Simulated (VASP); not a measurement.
# SiNi3 in VASP: single point with PBEsol

Aim: the single point of SiNi3 with PBEsol.

All numbers are computed with VASP 6.6.1; they aren't measurements. Logs are shortened: lines on timing, memory, paths and dates and some standing lists are left out, and cuts for length are marked.

### Step 1. The cell of the first run

The cell holds a slab with vacuum, 16 atoms: a = 4.895 Å, b = 4.895 Å, c = 22.995 Å, α = 90.00°, β = 90.00°, γ = 120.00°.

### Step 2. Single point, PBEsol

File INCAR:

```
PREC = Accurate ; ENCUT = 520
EDIFF = 1E-6 ; ISMEAR = 0
SIGMA = 0.1 ; LREAL = Auto
LASPH = True ; NELM = 60
ALGO = Normal ; ISIF = 2
LWAVE = False ; LCHARG = False
LDIPOL = True ; IDIPOL = 3
DIPOL = 0.5 0.5 0.500 ; GGA = PS
NBANDS = 82
```

File KPOINTS:

```
regular mesh
0
Gamma
  6 6 1
```

File POSCAR:

```
SiNi3
1.0
    4.8949406140      0.0000000000      0.0000000000
   -2.4474703070      4.2391429218      0.0000000000
    0.0000000000      0.0000000000     22.9950534128
Si Ni
4 12
Direct
    0.6666666667      0.3333333333      0.3696447165
    0.3333333333      0.6666666667      0.4565482388
    0.0000000000      0.0000000000      0.5438568240
    0.6666666667      0.3333333333      0.6293151622
    0.1666666667      0.8333333333      0.3696447165
    0.1666666667      0.3333333333      0.3696447165
    0.6666666667      0.8333333333      0.3696447165
    0.8333333333      0.1666666667      0.4565482388
    0.8333333333      0.6666666667      0.4565482388
    0.3333333333      0.1666666667      0.4565482388
    0.4996214583      0.5003785417      0.5431507504
    0.4996214583     -0.0007570835      0.5431507504
    0.0007570835      0.5003785417      0.5431507504
    0.1649657268      0.8350342732      0.6292065645
    0.1649657268      0.3299314536      0.6292065645
    0.6700685464      0.8350342732      0.6292065645
```

Potentials or basis: VASP PAW PBE potentials, release 64 (Si, Ni).

Command:

```console
cat potpaw_PBE.64/Si/POTCAR potpaw_PBE.64/Ni/POTCAR > POTCAR
mpirun -np 1 vasp_std > vasp.out
```

OUTCAR:

```text
PREC = Accurate
   ENCUT = 520
   EDIFF = 1E-6
   ISMEAR = 0
   LREAL = Auto
   LASPH = True
   NELM = 60
   ISIF = 2
   GGA = PS

 ion  position               nearest neighbor table
   1  0.667  0.333  0.370-   8 2.45  10 2.45   9 2.45   6 2.45   6 2.45   5 2.45   7 2.45   7 2.45
                             5 2.45
   2  0.333  0.667  0.457-  13 2.44  12 2.44  11 2.44   5 2.45   7 2.45   6 2.45   9 2.45   9 2.45
                             8 2.45  10 2.45  10 2.45   8 2.45
   3  0.000  0.000  0.544-  14 2.41  16 2.41  15 2.41  12 2.45  13 2.45  11 2.45  11 2.45  12 2.45
                            13 2.45  10 2.46   9 2.46   8 2.46
   4  0.667  0.333  0.629-  13 2.44  11 2.44  12 2.44  15 2.45  16 2.45  14 2.45  14 2.45  15 2.45
                            16 2.45
   5  0.167  0.833  0.370-   2 2.45   9 2.45  10 2.45   7 2.45   7 2.45   1 2.45   6 2.45   6 2.45
                             1 2.45
   6  0.167  0.333  0.370-  10 2.45   8 2.45   2 2.45   1 2.45   1 2.45   7 2.45   5 2.45   5 2.45
                             7 2.45
   7  0.667  0.833  0.370-   9 2.45   2 2.45   8 2.45   5 2.45   5 2.45   6 2.45   1 2.45   1 2.45
                             6 2.45
   8  0.833  0.167  0.457-  12 2.44  13 2.44   1 2.45   6 2.45   7 2.45  10 2.45  10 2.45   2 2.45
                             9 2.45   9 2.45   2 2.45   3 2.46
   9  0.833  0.667  0.457-  11 2.44  13 2.44   7 2.45   5 2.45   1 2.45   2 2.45   2 2.45  10 2.45
                             8 2.45   8 2.45  10 2.45   3 2.46
  10  0.333  0.167  0.457-  11 2.44  12 2.44   6 2.45   1 2.45   5 2.45   8 2.45   8 2.45   9 2.45
                             2 2.45   2 2.45   9 2.45   3 2.46
  11  0.500  0.500  0.543-  15 2.43  16 2.43   4 2.44   2 2.44  13 2.44  12 2.44   9 2.44  10 2.44
                             3 2.45   3 2.45  13 2.45  12 2.45
  12  0.500  0.999  0.543-  16 2.43  14 2.43   4 2.44   2 2.44  11 2.44  13 2.44   8 2.44  10 2.44
                             3 2.45   3 2.45  11 2.45  13 2.45
  13  0.001  0.500  0.543-  15 2.43  14 2.43   4 2.44   2 2.44  11 2.44  12 2.44   8 2.44   9 2.44
                             3 2.45   3 2.45  11 2.45  12 2.45
  14  0.165  0.835  0.629-   3 2.41  16 2.42  15 2.42  12 2.43  13 2.43   4 2.45   4 2.45  16 2.47
                            15 2.47
  15  0.165  0.330  0.629-   3 2.41  14 2.42  16 2.42  13 2.43  11 2.43   4 2.45   4 2.45  16 2.47
                            14 2.47
  16  0.670  0.835  0.629-   3 2.41  14 2.42  15 2.42  12 2.43  11 2.43   4 2.45   4 2.45  14 2.47
                            15 2.47

  LATTYP: Found a hexagonal cell.
 ALAT       =     4.8949406140
 C/A-ratio  =     4.6977185682

  Lattice vectors:

 A1 = (   4.8949406140,   0.0000000000,   0.0000000000)
 A2 = (  -2.4474703070,   4.2391429218,   0.0000000000)
 A3 = (   0.0000000000,   0.0000000000,  22.9950534128)

Analysis of symmetry for initial positions (statically):
=====================================================================
 Subroutine PRICEL returns:
 Original cell was already a primitive cell.

 Routine SETGRP: Setting up the symmetry group for a
 hexagonal supercell.

 Subroutine GETGRP returns: Found  6 space group operations
 (whereof  6 operations were pure point group operations)
 out of a pool of 24 trial point group operations.

The static configuration has the point symmetry C_3v.

Analysis of symmetry for dynamics (positions and initial velocities):
=====================================================================
 Subroutine PRICEL returns:
 Original cell was already a primitive cell.

 Routine SETGRP: Setting up the symmetry group for a
 hexagonal supercell.

 Subroutine GETGRP returns: Found  6 space group operations
 (whereof  6 operations were pure point group operations)
 out of a pool of 24 trial point group operations.

The dynamic configuration has the point symmetry C_3v.

 Subroutine INISYM returns: Found  6 space group operations
 (whereof  6 operations are pure point group operations),
 and found     1 'primitive' translations

----------------------------------------------------------------------------------------

                                     Primitive cell

  volume of cell :     477.1555

  direct lattice vectors                    reciprocal lattice vectors
     4.894940614  0.000000000  0.000000000     0.204292570  0.117948371  0.000000000
    -2.447470307  4.239142922  0.000000000     0.000000000  0.235896741  0.000000000
     0.000000000  0.000000000 22.995053413     0.000000000  0.000000000  0.043487614

  length of vectors
     4.894940614  4.894940614 22.995053413     0.235896741  0.235896741  0.043487614

  position of ions in fractional coordinates (direct lattice)
     0.666666667  0.333333333  0.369644716
     0.333333333  0.666666667  0.456548239
     0.000000000  0.000000000  0.543856824
     0.666666667  0.333333333  0.629315162
     0.166666667  0.833333333  0.369644716
     0.166666667  0.333333333  0.369644716
[... 8 lines left out ...]
     0.164965727  0.329931454  0.629206565
     0.670068546  0.835034273  0.629206565

  ion indices of the primitive-cell ions
   primitive index   ion index
                 1           1
                 2           2
                 3           3
                 4           4
                 5           5
                 6           6
[... 8 lines left out ...]
                15          15
                16          16

----------------------------------------------------------------------------------------

 KPOINTS: regular mesh

Automatic generation of k-mesh.
 Grid dimensions read from file:
 generate k-points for:    6    6    1

 Generating k-lattice:

  Cartesian coordinates                     Fractional coordinates (reciprocal lattice)
     0.034048762  0.019658062  0.000000000     0.166666667  0.000000000  0.000000000
     0.000000000  0.039316124  0.000000000     0.000000000  0.166666667  0.000000000
     0.000000000  0.000000000  0.043487614     0.000000000  0.000000000  1.000000000

  Length of vectors
     0.039316124  0.039316124  0.043487614

  Shift w.r.t. Gamma in fractional coordinates (k-lattice)
     0.000000000  0.000000000  0.000000000

 Subroutine IBZKPT returns following result:
 ===========================================

 Found      7 irreducible k-points:

 Following reciprocal coordinates:
            Coordinates               Weight
  0.000000  0.000000  0.000000      1.000000
  0.166667 -0.000000  0.000000      6.000000
  0.333333 -0.000000  0.000000      6.000000
  0.500000 -0.000000  0.000000      3.000000
  0.166667  0.166667  0.000000      6.000000
  0.333333  0.166667  0.000000     12.000000
  0.333333  0.333333  0.000000      2.000000
   k-points           NKPTS =      7   k-points in BZ     NKDIM =      7   number of bands    NBANDS=     82
   number of dos      NEDOS =    301   number of ions     NIONS =     16
   total plane-waves  NPLWV = 233280
   dimension x,y,z NGX =    36 NGY =   36 NGZ =  180
   dimension x,y,z NGXF=    72 NGYF=   72 NGZF=  360
   ions per type =               4  12
   NGX,Y,Z   is equivalent  to a cutoff of  12.23, 12.23, 13.01 a.u.
   NGXF,Y,Z  is equivalent  to a cutoff of  24.45, 24.45, 26.03 a.u.
 SYSTEM =  unknown system
   PREC   = accura    normal or accurate (medium, high low for compatibility)
   ISTART =      0    job   : 0-new  1-cont  2-samecut
   ICHARG =      2    charge: 1-file 2-atom 10-const
   ISPIN  =      1    spin polarized calculation?
   LNONCOLLINEAR =      F non collinear calculations
   LSORBIT =      F    spin-orbit coupling
   LASPH  =      T    aspherical Exc in radial PAW
   ENCUT  =  520.0 eV  38.22 Ry    6.18 a.u.   9.10  9.10 42.76*2*pi/ulx,y,z
   NELM   =     60;   NELMIN=  2; NELMDL= -5     # of ELM steps
   EDIFF  = 0.1E-05   stopping-criterion for ELM
   LREAL  =      T    real-space projection
   EDIFFG = 0.1E-04   stopping-criterion for IOM
   NSW    =      0    number of steps for IOM
   IBRION =     -1    ionic relax: 0-MD 1-quasi-New 2-CG
   NFREE  =      0    steps in history (QN), initial steepest desc. (CG)
   ISIF   =      2    stress and relaxation
   ISYM   =      2    0-nonsym 1-usesym 2-fastsym
   POTIM  = 0.5000    time-step for ionic-motion
   TEBEG  =    0.0;   TEEND  =   0.0 temperature during run
   PSTRESS=    0.0 pullay stress
   NELECT =     136.0000    total number of electrons
   NUPDOWN=      -1.0000    fix difference up-down
   EMIN   =  10.00;   EMAX   =-10.00  energy-range for DOS
   EFERMI =   0.00;   METHOD = LEGACY
   ISMEAR =     0;   SIGMA  =   0.10  broadening in eV -4-tet -1-fermi 0-gaus
   EFERMI_NEDOS =   21; number of points for ismear=-14 and -15
   IALGO  =     38    algorithm
   IMIX   =      4    mixing-type and parameters
     AMIX     =   0.40;   BMIX     =  1.00
     AMIX_MAG =   1.60;   BMIX_MAG =  1.00
  volume/ion in A,a.u.               =      29.82       201.25
  Fermi-wavevector in a.u.,A,eV,Ry     =   1.077377  2.035948 15.792852  1.160742
  Thomas-Fermi vector in A             =   2.213287
   LORBIT       =      0    0 simple, 1 ext, 2 COOP (PROOUT), +10 PAW based schemes
   GGA     = PS    functional components
   LHFCALC =     F    Hartree Fock is set to
   AEXX    =    0.0000 exact exchange contribution
   IVDW    =     0    specifies the selected vdW correction
   LEPSILON=     F    determine dielectric tensor
   LRPA    =     F    only Hartree local field effects (RPA)
 non-spin polarized calculation
 Gauss-broadening in eV      SIGMA  =   0.10
  energy-cutoff  :      520.00
  volume of cell :      477.16
 maximum number of plane-waves:     12897
   NGX = 19   NGY = 19   NGZ = 85

 dipolmoment           0.000000      0.000000     -0.000300 electrons x Angstroem

 number of electron     135.9999903 magnetization

 dipolmoment           0.000000      0.000000      0.001354 electrons x Angstroem

 Free energy of the ion-electron system (eV)
  ---------------------------------------------------
  ext. energy  EPLUGINS =         0.00000000
  ---------------------------------------------------
  free energy    TOTEN  =       -99.39582189 eV

  energy without entropy =      -99.30725060  energy(sigma->0) =      -99.35153625

 E-fermi :   0.5699     XC(G=0):  -5.5182

 val. band max:        0.5691026271   @ k =   0.1667  -0.0000   0.0000
 cond. band min:       0.5737761573   @ k =   0.1667   0.1667   0.0000
 fundamental gap:      0.0046735302
 Fermi energy:         0.5698826103

 k-point     1 :       0.0000    0.0000    0.0000
  band No.  band energies     occupation
      1     -11.1960      2.00000
      2      -9.8611      2.00000
      3      -8.1826      2.00000
      4      -7.6036      2.00000
      5      -4.8287      2.00000
      6      -4.4713      2.00000
[... 72 lines left out ...]
     79       3.6486      0.00000
     80       3.9779      0.00000

 k-point     2 :       0.1667   -0.0000    0.0000
  band No.  band energies     occupation
      1     -10.9790      2.00000
      2      -9.6715      2.00000
      3      -8.0767      2.00000
      4      -7.6395      2.00000
      5      -5.3515      2.00000
      6      -4.8149      2.00000
[... 72 lines left out ...]
     79       4.0506      0.00000
     80       4.1273      0.00000
[... 330 lines left out ...]
     79       4.2624      0.00000
     80       4.7716      0.00000

 k-point     7 :       0.3333    0.3333    0.0000
  band No.  band energies     occupation
      1      -9.1417      2.00000
      2      -9.1078      2.00000
      3      -8.4772      2.00000
      4      -8.1593      2.00000
      5      -6.2251      2.00000
      6      -6.2249      2.00000
[... 72 lines left out ...]
     79       4.0558      0.00000
     80       4.0624      0.00000
 [bands above 80 left out]

------------------------ aborting loop because EDIFF is reached ----------------------------------------

 vacuum level on the upper side and lower side of the slab       (xc-potential included)        -0.106        -0.116

  FORCE on cell =-STRESS in cart. coord.  units (eV):
  Direction    XX          YY          ZZ          XY          YZ          ZX
  --------------------------------------------------------------------------------------
  -------------------------------------------------------------------------------------
  Total       -8.2982588     -8.2982588     -0.8753954      0.0000000     -0.0000000      0.0000000
  in kB      -27.8636269    -27.8636269     -2.9393745      0.0000000     -0.0000000      0.0000000
  external PRESSURE =     -19.5555428 kB  Pullay stress =       0.0000000 kB

 VOLUME and BASIS-vectors are now :
 -----------------------------------------------------------------------------
  energy-cutoff  :      520.00
  volume of cell :      477.16
      direct lattice vectors                 reciprocal lattice vectors
     4.894940614  0.000000000  0.000000000     0.204292570  0.117948371  0.000000000
    -2.447470307  4.239142922  0.000000000     0.000000000  0.235896741  0.000000000
     0.000000000  0.000000000 22.995053413     0.000000000  0.000000000  0.043487614

 POSITION                                       TOTAL-FORCE (eV/Angst)
 -----------------------------------------------------------------------------------
      2.44747      1.41305      8.50000        -0.000000     -0.000000      0.118046
     -0.00000      2.82610     10.49835        -0.000000     -0.000000     -0.277209
      0.00000      0.00000     12.50602        -0.000000     -0.000000      0.009366
      2.44747      1.41305     14.47114        -0.000000     -0.000000     -0.017790
     -1.22374      3.53262      8.50000         0.202398     -0.116855      0.123159
      0.00000      1.41305      8.50000        -0.000000      0.233709      0.123159
[... 8 lines left out ...]
      0.00000      1.39863     14.46864        -0.000000      0.022986      0.018478
      1.23622      3.53983     14.46864        -0.019907     -0.011493      0.018478
 -----------------------------------------------------------------------------------
    total drift:                               -0.000001     -0.000001      0.003790

  FREE ENERGIE OF THE ION-ELECTRON SYSTEM (eV)
  ---------------------------------------------------
  free  energy   TOTEN  =       -99.3958218949 eV

  energy  without entropy=      -99.3072505971  energy(sigma->0) =      -99.35153625

 vacuum level on the upper side and lower side of the slab         5.581         5.571
```

It took 10 min on 1 thread of Intel Xeon 6975P-C (Granite Rapids), shared host; peak memory 0.59 GiB.

What came out:

* Free energy: -99.3958 eV
* Largest force: 0.277 eV/Å
* Band gap on the k mesh: zero (band 68 reaches 0.66 eV, above the bottom of band 69 at 0.48 eV)

Forces on the atoms (eV/Å):
```
Si   0.000  0.000  0.118
Si   0.000  0.000 -0.277
Si   0.000  0.000  0.009
Si   0.000  0.000 -0.018
Ni   0.202 -0.117  0.123
Ni   0.000  0.234  0.123
Ni  -0.202 -0.117  0.123
Ni   0.080 -0.046 -0.078
Ni   0.000  0.092 -0.078
Ni  -0.080 -0.046 -0.078
Ni  -0.001  0.000 -0.008
Ni   0.000 -0.001 -0.008
Ni   0.001  0.000 -0.008
Ni   0.020 -0.011  0.018
Ni   0.000  0.023  0.018
Ni  -0.020 -0.011  0.018
```

Levels at points of the mesh, in eV from the Fermi level:
| k point | band 66 | band 67 | band 68 | band 69 | band 70 | band 71 |
| --- | --- | --- | --- | --- | --- | --- |
| (0.00, 0.00, 0.00) | -0.05 | -0.04 | 0.09 | 0.09 | 0.11 | 0.13 |
| (0.50, 0.00, 0.00) | -0.12 | -0.12 | -0.01 | 0.33 | 0.74 | 0.84 |

Caveat: the PAW data sets were made with another functional, which shifts forces and pressure a little. Spin polarisation is off, so any magnetic state and its effect on volume and gap are missing.
